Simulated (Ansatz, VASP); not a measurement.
One calculation of S, two programs

```xyz
1
Lattice="0.0000 1.9944 1.9345 1.9944 0.0000 1.9345 1.9944 1.9944 0.0000" Properties=species:S:1:pos:R:3 pbc="T T T"
S     0.0000    0.0000    0.0000
```

Change from the starting cell: strain +0.000 along x and y, -0.030 along z, atoms carried along.

Alike in both runs: task single point; functional LDA; k mesh 20 × 20 × 20; occupations gaussian, width 0.15 eV; no spin polarisation.

|  | VASP | Ansatz |
| --- | --- | --- |
| version | VASP 6.6.1 | Ansatz 0.2.0 |
| potentials or method | VASP PAW LDA potentials, release 64 (S), cutoff 520 eV | scalar-relativistic, plane waves, PAW |
| valence electrons in the cell | 6 | 6 |

```csv
,VASP,Ansatz,Ansatz less VASP
gap on the k mesh at the Fermi level (eV),none,none,-
pressure (GPa),-4.1,-4.1,+0.02
"traceless stress, the component that is largest in VASP (GPa)",-1.71,-1.71,-0.007
```

LDA's correlation is that of Perdew and Zunger in VASP and of Perdew and Wang (1992) in Ansatz. A gap of «none» marks a metal or a gap that the smearing closes.
